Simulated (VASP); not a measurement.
# Al2Cu (I4/mcm) in VASP: notebook

Runs on Al2Cu. Level: PBE. Tasks: relaxation of cell and atoms, single point.

Program: VASP 6.6.1. These are calculated values, not measurements. Logs are shortened: lines on timing, memory, paths and dates and some standing lists are left out, and cuts for length are marked.

## (1) The cell of the first run

The structure is tetragonal, space group I4/mcm (No. 140). The conventional cell has a = 6.073 Å, b = 6.073 Å, c = 4.899 Å, α = 90.00°, β = 90.00°, γ = 90.00°. Within 3.4 Å of Al (site symmetry m2m) lie 4 Cu at 2.59 Å and 11 Al at 2.73 to 3.23 Å. Cu (site symmetry 422) has 2 Cu at 2.45 Å and 8 Al at 2.59 Å within 3.2 Å.

## (2) Relaxation of cell and atoms, PBE, target pressure -1 GPa, at which the enthalpy is minimised

INCAR

```
SYSTEM = Al2Cu
PREC = Accurate ; ENCUT = 600
EDIFF = 1E-7 ; ISMEAR = 0
SIGMA = 0.1 ; LREAL = .False.
LASPH = .True. ; NELM = 100
ALGO = Normal ; ISIF = 3
LWAVE = .False. ; LCHARG = .False.
GGA = PE ; IBRION = 2
NSW = 70 ; EDIFFG = -0.008
PSTRESS = -10.0
```

KPOINTS

```
Automatic mesh
0
Gamma
  10 10 10
  0 0 0
```

POSCAR

```
Al2Cu
1.0
   -3.0362530751      3.0362530751      2.4495180916
    3.0362530751     -3.0362530751      2.4495180916
    3.0362530751      3.0362530751     -2.4495180916
Al Cu
4 2
Direct
    0.8413053791      0.6586946209      0.5000000000
    0.6586946209      0.1586946209      0.8173892419
    0.3413053791      0.8413053791      0.1826107581
    0.1586946209      0.3413053791      0.5000000000
    0.2500000000      0.2500000000      0.0000000000
    0.7500000000      0.7500000000      0.0000000000
```

Potentials or basis: VASP PAW PBE potentials, release 64 (Al, Cu).

Command:

```bash
$ cat potpaw_PBE.64/Al/POTCAR potpaw_PBE.64/Cu/POTCAR > POTCAR
$ mpirun -np 1 vasp_std > vasp.out
```

OUTCAR:

```text
SYSTEM = Al2Cu
   PREC = Accurate
   ENCUT = 600
   EDIFF = 1E-7
   ISMEAR = 0
   LREAL = .False.
   LASPH = .True.
   NELM = 100
   ISIF = 3
   GGA = PE
   IBRION = 2
   NSW = 70
   EDIFFG = -0.008
   PSTRESS = -10.0

 ion  position               nearest neighbor table
   1  0.841  0.659  0.500-   5 2.59   6 2.59   6 2.59   5 2.59   4 2.73   4 2.91   4 2.91   2 3.12
                             3 3.12   2 3.12   3 3.12   2 3.23   3 3.23   3 3.23   2 3.23
   2  0.659  0.159  0.817-   5 2.59   6 2.59   5 2.59   6 2.59   3 2.73   3 2.91   3 2.91   1 3.12
                             4 3.12   4 3.12   1 3.12   1 3.23   4 3.23   1 3.23   4 3.23
   3  0.341  0.841  0.183-   5 2.59   6 2.59   5 2.59   6 2.59   2 2.73   2 2.91   2 2.91   1 3.12
                             4 3.12   4 3.12   1 3.12   1 3.23   4 3.23   4 3.23   1 3.23
   4  0.159  0.341  0.500-   6 2.59   5 2.59   5 2.59   6 2.59   1 2.73   1 2.91   1 2.91   2 3.12
                             3 3.12   2 3.12   3 3.12   2 3.23   3 3.23   2 3.23   3 3.23
   5  0.250  0.250  0.000-   6 2.45   6 2.45   2 2.59   3 2.59   2 2.59   3 2.59   4 2.59   1 2.59
                             4 2.59   1 2.59
   6  0.750  0.750  0.000-   5 2.45   5 2.45   2 2.59   3 2.59   2 2.59   3 2.59   1 2.59   1 2.59
                             4 2.59   4 2.59

  LATTYP: Found a body centered tetragonal cell.
 ALAT       =     6.0725061502
 C/A-ratio  =     0.8067568911

  Lattice vectors:

 A1 = (  -3.0362530751,   3.0362530751,   2.4495180916)
 A2 = (   3.0362530751,  -3.0362530751,   2.4495180916)
 A3 = (   3.0362530751,   3.0362530751,  -2.4495180916)

Analysis of symmetry for initial positions (statically):
=====================================================================
 Subroutine PRICEL returns:
 Original cell was already a primitive cell.

 Routine SETGRP: Setting up the symmetry group for a
 body centered tetragonal supercell.

 Subroutine GETGRP returns: Found 16 space group operations
 (whereof  8 operations were pure point group operations)
 out of a pool of 16 trial point group operations.

The static configuration has the point symmetry C_4h.
 The point group associated with its full space group is D_4h.

Analysis of symmetry for dynamics (positions and initial velocities):
=====================================================================
 Subroutine PRICEL returns:
 Original cell was already a primitive cell.

 Routine SETGRP: Setting up the symmetry group for a
 body centered tetragonal supercell.

 Subroutine GETGRP returns: Found 16 space group operations
 (whereof  8 operations were pure point group operations)
 out of a pool of 16 trial point group operations.

The dynamic configuration has the point symmetry C_4h.
 The point group associated with its full space group is D_4h.

 Subroutine INISYM returns: Found 16 space group operations
 (whereof  8 operations are pure point group operations),
 and found     1 'primitive' translations

----------------------------------------------------------------------------------------

                                     Primitive cell

  volume of cell :      90.3268

  direct lattice vectors                    reciprocal lattice vectors
    -3.036253075  3.036253075  2.449518092     0.000000000  0.164676655  0.204121783
     3.036253075 -3.036253075  2.449518092     0.164676655  0.000000000  0.204121783
     3.036253075  3.036253075 -2.449518092     0.164676655  0.164676655  0.000000000

  length of vectors
     4.943460767  4.943460767  4.943460767     0.262267236  0.262267236  0.232887959

  position of ions in fractional coordinates (direct lattice)
     0.841305379  0.658694621  0.500000000
     0.658694621  0.158694621  0.817389242
     0.341305379  0.841305379  0.182610758
     0.158694621  0.341305379  0.500000000
     0.250000000  0.250000000  0.000000000
     0.750000000  0.750000000  0.000000000

  ion indices of the primitive-cell ions
   primitive index   ion index
                 1           1
                 2           2
                 3           3
                 4           4
                 5           5
                 6           6

----------------------------------------------------------------------------------------

 KPOINTS: Automatic mesh

Automatic generation of k-mesh.
 Grid dimensions read from file:
 generate k-points for:   10   10   10

 Generating k-lattice:

  Cartesian coordinates                     Fractional coordinates (reciprocal lattice)
     0.000000000  0.016467665  0.020412178     0.100000000  0.000000000  0.000000000
     0.016467665  0.000000000  0.020412178     0.000000000  0.100000000  0.000000000
     0.016467665  0.016467665  0.000000000     0.000000000  0.000000000  0.100000000

  Length of vectors
     0.026226724  0.026226724  0.023288796

  Shift w.r.t. Gamma in fractional coordinates (k-lattice)
     0.000000000  0.000000000  0.000000000

 Subroutine IBZKPT returns following result:
 ===========================================

 Found    102 irreducible k-points:

 Following reciprocal coordinates:
            Coordinates               Weight
  0.000000  0.000000  0.000000      1.000000
  0.100000  0.000000  0.000000      8.000000
  0.200000  0.000000  0.000000      8.000000
  0.300000  0.000000 -0.000000      8.000000
  0.400000 -0.000000  0.000000      8.000000
  0.500000 -0.000000  0.000000      4.000000
[... 16 lines left out ...]
  0.300000  0.300000 -0.000000      8.000000
  0.400000  0.300000 -0.000000     16.000000
 [... further k-points ...]
   k-points           NKPTS =    102   k-points in BZ     NKDIM =    102   number of bands    NBANDS=     21
   number of dos      NEDOS =    301   number of ions     NIONS =      6
   total plane-waves  NPLWV =  64000
   dimension x,y,z NGX =    40 NGY =   40 NGZ =   40
   dimension x,y,z NGXF=    80 NGYF=   80 NGZF=   80
   ions per type =               4   2
   NGX,Y,Z   is equivalent  to a cutoff of  13.45, 13.45, 13.45 a.u.
   NGXF,Y,Z  is equivalent  to a cutoff of  26.90, 26.90, 26.90 a.u.
 SYSTEM =  Al2Cu
   PREC   = accura    normal or accurate (medium, high low for compatibility)
   ISTART =      0    job   : 0-new  1-cont  2-samecut
   ICHARG =      2    charge: 1-file 2-atom 10-const
   ISPIN  =      1    spin polarized calculation?
   LNONCOLLINEAR =      F non collinear calculations
   LSORBIT =      F    spin-orbit coupling
   LASPH  =      T    aspherical Exc in radial PAW
   ENCUT  =  600.0 eV  44.10 Ry    6.64 a.u.   9.87  9.87  9.87*2*pi/ulx,y,z
   NELM   =    100;   NELMIN=  2; NELMDL= -5     # of ELM steps
   EDIFF  = 0.1E-06   stopping-criterion for ELM
   LREAL  =      F    real-space projection
   EDIFFG = -.8E-02   stopping-criterion for IOM
   NSW    =     70    number of steps for IOM
   IBRION =      2    ionic relax: 0-MD 1-quasi-New 2-CG
   NFREE  =      1    steps in history (QN), initial steepest desc. (CG)
   ISIF   =      3    stress and relaxation
   ISYM   =      2    0-nonsym 1-usesym 2-fastsym
   POTIM  = 0.5000    time-step for ionic-motion
   TEBEG  =    0.0;   TEEND  =   0.0 temperature during run
   PSTRESS=  -10.0 pullay stress
   NELECT =      34.0000    total number of electrons
   NUPDOWN=      -1.0000    fix difference up-down
   EMIN   =  10.00;   EMAX   =-10.00  energy-range for DOS
   EFERMI =   0.00;   METHOD = LEGACY
   ISMEAR =     0;   SIGMA  =   0.10  broadening in eV -4-tet -1-fermi 0-gaus
   EFERMI_NEDOS =   21; number of points for ismear=-14 and -15
   IALGO  =     38    algorithm
   IMIX   =      4    mixing-type and parameters
     AMIX     =   0.40;   BMIX     =  1.00
     AMIX_MAG =   1.60;   BMIX_MAG =  1.00
  volume/ion in A,a.u.               =      15.05       101.59
  Fermi-wavevector in a.u.,A,eV,Ry     =   1.182031  2.233715 19.010030  1.397198
  Thomas-Fermi vector in A             =   2.318293
   LORBIT       =      0    0 simple, 1 ext, 2 COOP (PROOUT), +10 PAW based schemes
   GGA     = PE    functional components
   LHFCALC =     F    Hartree Fock is set to
   AEXX    =    0.0000 exact exchange contribution
   IVDW    =     0    specifies the selected vdW correction
   LEPSILON=     F    determine dielectric tensor
   LRPA    =     F    only Hartree local field effects (RPA)
 conjugate gradient relaxation of ions
 non-spin polarized calculation
 Gauss-broadening in eV      SIGMA  =   0.10
  energy-cutoff  :      600.00
  volume of cell :       90.33
 maximum number of plane-waves:      3036
   NGX = 19   NGY = 19   NGZ = 19

 number of electron      33.9999977 magnetization

 Free energy of the ion-electron system (eV)
  ---------------------------------------------------
  ext. energy  EPLUGINS =         0.00000000
  ---------------------------------------------------
  free energy    TOTEN  =       -23.38817486 eV

  energy without entropy =      -23.37888702  energy(sigma->0) =      -23.38353094

 E-fermi :   7.8340     XC(G=0): -10.8143

 val. band max:        7.8249169283   @ k =  -0.1000   0.3000   0.1000
 cond. band min:       7.8719234963   @ k =   0.3000   0.2000   0.2000
 fundamental gap:      0.0470065680
 Fermi energy:         7.8340164561

 k-point     1 :       0.0000    0.0000    0.0000
  band No.  band energies     occupation
      1      -2.8124      2.00000
      2       2.6093      2.00000
      3       2.8184      2.00000
      4       2.8184      2.00000
      5       2.8580      2.00000
      6       3.7208      2.00000
[... 13 lines left out ...]
     20       7.9348      0.15407
     21       9.2322      0.00000

 k-point     2 :       0.1000    0.0000    0.0000
  band No.  band energies     occupation
      1      -2.7087      2.00000
      2       2.5980      2.00000
      3       2.7920      2.00000
      4       2.8121      2.00000
      5       2.8790      2.00000
      6       3.7035      2.00000
[... 13 lines left out ...]
     20       8.7395      0.00000
     21       9.6712      0.00000
[... 487 lines left out ...]
      5       3.3576      2.00000
      6       3.3898      2.00000
[... 13 lines left out ...]
     20      11.7110      0.00000
     21      11.7138      0.00000

 k-point    24 :       0.4000    0.3000   -0.0000
  band No.  band energies     occupation
      1      -0.4714      2.00000
      2       0.2921      2.00000
      3       1.0705      2.00000
      4       2.6699      2.00000
      5       3.2038      2.00000
      6       3.3581      2.00000
[... 13 lines left out ...]
     20      10.4586      0.00000
     21      11.1980      0.00000

 [... further k-points ...]

------------------------ aborting loop because EDIFF is reached ----------------------------------------

  FORCE on cell =-STRESS in cart. coord.  units (eV):
  Direction    XX          YY          ZZ          XY          YZ          ZX
  --------------------------------------------------------------------------------------
  -------------------------------------------------------------------------------------
  Total       -0.5448564     -0.5448564     -0.5346424      0.0000000      0.0000000      0.0000000
  in kB       -9.6644267     -9.6644267     -9.4832536      0.0000000      0.0000000      0.0000000
  external PRESSURE =       0.3959644 kB  Pullay stress =     -10.0000000 kB

 VOLUME and BASIS-vectors are now :
 -----------------------------------------------------------------------------
  energy-cutoff  :      600.00
  volume of cell :       90.33
      direct lattice vectors                 reciprocal lattice vectors
    -3.036253075  3.036253075  2.449518092     0.000000000  0.164676655  0.204121783
     3.036253075 -3.036253075  2.449518092     0.164676655  0.000000000  0.204121783
     3.036253075  3.036253075 -2.449518092     0.164676655  0.164676655  0.000000000

 POSITION                                       TOTAL-FORCE (eV/Angst)
 -----------------------------------------------------------------------------------
      0.96367      2.07258      2.44952         0.003030     -0.003030     -0.000000
      0.96367      3.99993     -0.00000         0.003030      0.003030      0.000000
      2.07258     -0.96367      2.44952        -0.003030     -0.003030     -0.000000
      2.07258      0.96367      0.00000        -0.003030      0.003030     -0.000000
      0.00000      0.00000      1.22476        -0.000000     -0.000000     -0.000000
      0.00000      0.00000      3.67428        -0.000000     -0.000000     -0.000000
 -----------------------------------------------------------------------------------
    total drift:                               -0.000000     -0.000000      0.000000

  FREE ENERGIE OF THE ION-ELECTRON SYSTEM (eV)
  ---------------------------------------------------
  free  energy   TOTEN  =       -23.3881748637 eV

  energy  without entropy=      -23.3788870242  energy(sigma->0) =      -23.38353094

  enthalpy is  TOTEN    =       -23.9519501000 eV   P V=       -0.5637752363

 reached required accuracy - stopping structural energy minimisation
```

It took 4.4 min on 1 thread of Intel Xeon Platinum 8488C (Sapphire Rapids), shared host; peak memory 0.38 GiB.

What came out:

```
Free energy                  : -23.3882 eV
Pressure after relaxing      : -1.0 GPa
Largest force after relaxing : 0.004 eV/Å
Band gap on the k mesh       : zero (band 17 reaches 10.39 eV, above the bottom of band 18 at 6.10 eV)
```

Forces in eV/Å, atoms in the order of the input:
```
Al   0.003 -0.003  0.000
Al   0.003  0.003  0.000
Al  -0.003 -0.003  0.000
Al  -0.003  0.003  0.000
Cu   0.000  0.000  0.000
Cu   0.000  0.000  0.000
```

Final structure:
```
Al Cu
1.0
    -3.03625    3.03625    2.44952
     3.03625   -3.03625    2.44952
     3.03625    3.03625   -2.44952
Al Cu
4 2
Direct
  0.84131 0.65869 0.50000
  0.65869 0.15869 0.81739
  0.34131 0.84131 0.18261
  0.15869 0.34131 0.50000
  0.25000 0.25000 0.00000
  0.75000 0.75000 0.00000
```

Caveat: the relaxation stopped at its first step, so nothing moved; the cell is relaxed towards a set pressure, so the enthalpy falls and the energy may rise.

## (3) Single point, PBE

This run uses another cell than the first one, of 14.91 Å³/atom, 0.990 times its volume.

INCAR

```
  ALGO = Normal
  EDIFF = 1E-6
  ENCUT = 520
  GGA = PE
  ISIF = 2
  ISMEAR = 0
  LASPH = True
  LCHARG = False
  LREAL = False
  LWAVE = False
  NBANDS = 26
  NELM = 100
  PREC = Accurate
  SIGMA = 0.1
```

KPOINTS

```
k-points
0
Gamma
  10 10 10
```

POSCAR: that of step 2 with these lines changed.

```diff
@@ -2,5 +2,5 @@
 1.0
-   -3.0362530751      3.0362530751      2.4495180916
-    3.0362530751     -3.0362530751      2.4495180916
-    3.0362530751      3.0362530751     -2.4495180916
+   -3.0262433546      3.0262433546      2.4414426806
+    3.0262433546     -3.0262433546      2.4414426806
+    3.0262433546      3.0262433546     -2.4414426806
 Al Cu
```

Potentials or basis: VASP PAW PBE potentials, release 64 (Al, Cu).

Command:

```bash
$ cat potpaw_PBE.64/Al/POTCAR potpaw_PBE.64/Cu/POTCAR > POTCAR
$ mpirun -np 1 vasp_std > vasp.out
```

OUTCAR:

```text
EDIFF = 1E-6
   ENCUT = 520
   GGA = PE
   ISIF = 2
   ISMEAR = 0
   LASPH = True
   LREAL = False
   NELM = 100
   PREC = Accurate

 ion  position               nearest neighbor table
   1  0.841  0.659  0.500-   5 2.58   6 2.58   6 2.58   5 2.58   4 2.72   4 2.90   4 2.90   2 3.11
                             3 3.11   2 3.11   3 3.11   2 3.22   3 3.22   3 3.22   2 3.22
   2  0.659  0.159  0.817-   5 2.58   6 2.58   5 2.58   6 2.58   3 2.72   3 2.90   3 2.90   1 3.11
[... 915 lines left out ...]
  -------------------------------------------------------------------------------------
  Total        0.1039386      0.1039386      0.1194351      0.0000000      0.0000000      0.0000000
  in kB        1.8619732      1.8619732      2.1395793      0.0000000      0.0000000      0.0000000
  external PRESSURE =       1.9545086 kB  Pullay stress =       0.0000000 kB

 VOLUME and BASIS-vectors are now :
 -----------------------------------------------------------------------------
  energy-cutoff  :      520.00
  volume of cell :       89.44
      direct lattice vectors                 reciprocal lattice vectors
    -3.026243355  3.026243355  2.441442681     0.000000000  0.165221346  0.204796944
     3.026243355 -3.026243355  2.441442681     0.165221346  0.000000000  0.204796944
     3.026243355  3.026243355 -2.441442681     0.165221346  0.165221346  0.000000000

 POSITION                                       TOTAL-FORCE (eV/Angst)
 -----------------------------------------------------------------------------------
      0.96050      2.06575      2.44144        -0.000813      0.000813      0.000000
      0.96050      3.98674     -0.00000        -0.000813     -0.000813      0.000000
      2.06575     -0.96050      2.44144         0.000813      0.000813     -0.000000
      2.06575      0.96050      0.00000         0.000813     -0.000813      0.000000
      0.00000      0.00000      1.22072         0.000000     -0.000000      0.000000
      0.00000      0.00000      3.66216        -0.000000     -0.000000      0.000000
 -----------------------------------------------------------------------------------
    total drift:                               -0.000000     -0.000000      0.000000

  FREE ENERGIE OF THE ION-ELECTRON SYSTEM (eV)
  ---------------------------------------------------
  free  energy   TOTEN  =       -23.3891869487 eV

  energy  without entropy=      -23.3799506003  energy(sigma->0) =      -23.38456877
```

OSZICAR:

```text
N       E                     dE             d eps       ncg     rms          rms(c)
DAV:   1     0.185382873405E+03    0.18538E+03   -0.13624E+04  5304   0.146E+03
DAV:   2    -0.162174554924E+02   -0.20160E+03   -0.18909E+03  5322   0.286E+02
DAV:   3    -0.277516418376E+02   -0.11534E+02   -0.10849E+02  6820   0.888E+01
DAV:   4    -0.280862442829E+02   -0.33460E+00   -0.33309E+00  7942   0.130E+01
DAV:   5    -0.280916882588E+02   -0.54440E-02   -0.54430E-02  7724   0.163E+00    0.215E+01
DAV:   6    -0.338732365979E+02   -0.57815E+01   -0.10948E+02  6432   0.279E+02    0.184E+01
DAV:   7    -0.239584093886E+02    0.99148E+01   -0.29626E+01  6536   0.109E+02    0.474E+00
DAV:   8    -0.234050569775E+02    0.55335E+00   -0.29879E+00  8302   0.368E+01    0.107E+00
DAV:   9    -0.233894671206E+02    0.15590E-01   -0.20818E-01  6586   0.300E+00    0.295E-01
DAV:  10    -0.233934929750E+02   -0.40259E-02   -0.15554E-02  9260   0.237E+00    0.576E-01
DAV:  11    -0.233930924038E+02    0.40057E-03   -0.83279E-04  8090   0.243E-01    0.496E-01
DAV:  12    -0.233890983350E+02    0.39941E-02   -0.11219E-02  7668   0.295E+00    0.486E-02
DAV:  13    -0.233891923864E+02   -0.94051E-04   -0.99394E-04  5842   0.192E-01    0.369E-02
DAV:  14    -0.233891920916E+02    0.29475E-06   -0.19018E-05  8342   0.381E-02    0.171E-02
DAV:  15    -0.233891870307E+02    0.50609E-05   -0.19867E-05  6892   0.124E-01    0.432E-03
DAV:  16    -0.233891869487E+02    0.81925E-07   -0.11574E-06  3120   0.278E-02
   1 F= -.23389187E+02 E0= -.23384569E+02  d E =-.923635E-02
```

stdout:

```text
POSCAR found type information on POSCAR AlCu
 POSCAR found :  2 types and       6 ions
 scaLAPACK will be used
 LDA part: xc-table for (Slater+PW92), standard interpolation
 POSCAR, INCAR and KPOINTS ok, starting setup
 FFT: planning ... GRIDC
 FFT: planning ... GRID_SOFT
 FFT: planning ... GRID
 WAVECAR not read
 entering main loop
```

It took 8.8 min on 1 thread of AMD EPYC 7R43 (Zen 3), shared host; peak memory 0.33 GiB.

What came out:

```
Free energy            : -23.3892 eV
Pressure               : 0.2 GPa
Band gap on the k mesh : zero (band 17 reaches 10.51 eV, above the bottom of band 18 at 6.20 eV)
```

[end of part 1 of 2]
